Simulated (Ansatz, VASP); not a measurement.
# Two plane-wave programs on Sb

POSCAR

```
Sb
1.0
    2.1706020527      1.2531976795      3.8710910875
   -2.1706020527      1.2531976795      3.8710910875
    0.0000000000     -2.5063953589      3.8710910875
Sb
2
Direct
    0.2313018333      0.2313018333      0.2313018333
    0.7686981667      0.7686981667      0.7686981667
```

INCAR.step1

```
SYSTEM = Sb
ALGO = Normal ; EDIFF = 1E-4
ENCUT = 520 ; GGA = PE
ISMEAR = 0 ; LASPH = .True.
LCHARG = .False. ; LREAL = .False.
LWAVE = .True. ; NBANDS = 12
NELM = 100 ; PREC = Accurate
SIGMA = 0.03
```

The input INCAR.step2:

```
SYSTEM = Sb
ALGO = Normal ; EDIFF = 1E-6
ENCUT = 520 ; ISIF = 2
ISMEAR = 0 ; ISTART = 1
LASPH = .True. ; LCHARG = .False.
LMIXTAU = .True. ; LREAL = .False.
LWAVE = .False. ; METAGGA = R2SCAN
NBANDS = 12 ; NELM = 100
PREC = Accurate ; SIGMA = 0.03
```

Contents of KPOINTS:

```
k-points
0
Gamma
  9 9 9
  0 0 0
```

Input for Ansatz:

```yaml
crystal:
  lattice:
    - [2.1706020527, 1.2531976795, 3.8710910875]
    - [-2.1706020527, 1.2531976795, 3.8710910875]
    - [0.0, -2.5063953589, 3.8710910875]
  atoms:
    - { symbol: Sb, position: [0.2313018333, 0.2313018333, 0.2313018333] }
    - { symbol: Sb, position: [0.7686981667, 0.7686981667, 0.7686981667] }
hamiltonian:
  xc: r2scan
  pseudopotentials:
    kind: paw
    azcp:
      Sb: "pseudopotentials/Sb.paw.azcp"
basis:
  ecutwfc: 500
  fft_grid_basis: typed
kpoints:
  mp_grid: { grid: [9, 9, 9], shift: [0, 0, 0] }
magnetization:
  spin_polarized: false
scf:
  occupations: { method: gaussian, width: 0.03 }
  lower_state_search: "off"
output:
  stress: true
  write_density: true
  write_potential: true
  elf: true
  volumetric_format: npy
```

Alike in both runs: task single point; functional r2SCAN; k mesh 9 × 9 × 9; occupations gaussian, width 0.03 eV; no spin polarisation.

|  | VASP | Ansatz |
| --- | --- | --- |
| version | VASP 6.6.1 | Ansatz 0.2.0 |
| potentials or method | VASP PAW PBE potentials, release 64 (Sb), cutoff 520 eV | plane waves (500 eV) with PAW, scalar-relativistic |
| valence electrons in the cell | 10 | 30 |

|  | VASP | Ansatz | Ansatz less VASP |
| --- | --- | --- | --- |
| pressure (GPa) | 0.1 | 0.0 | -0.11 |
| traceless stress, the component that is largest in VASP (GPa) | -0.10 | -0.06 | +0.042 |

VASP's potentials were made for PBE, not for r2SCAN. VASP's potentials hold 10 valence electrons a cell and Ansatz's 30, so a difference there can come from the potentials and not from the codes.

Spin-orbit coupling is off throughout.
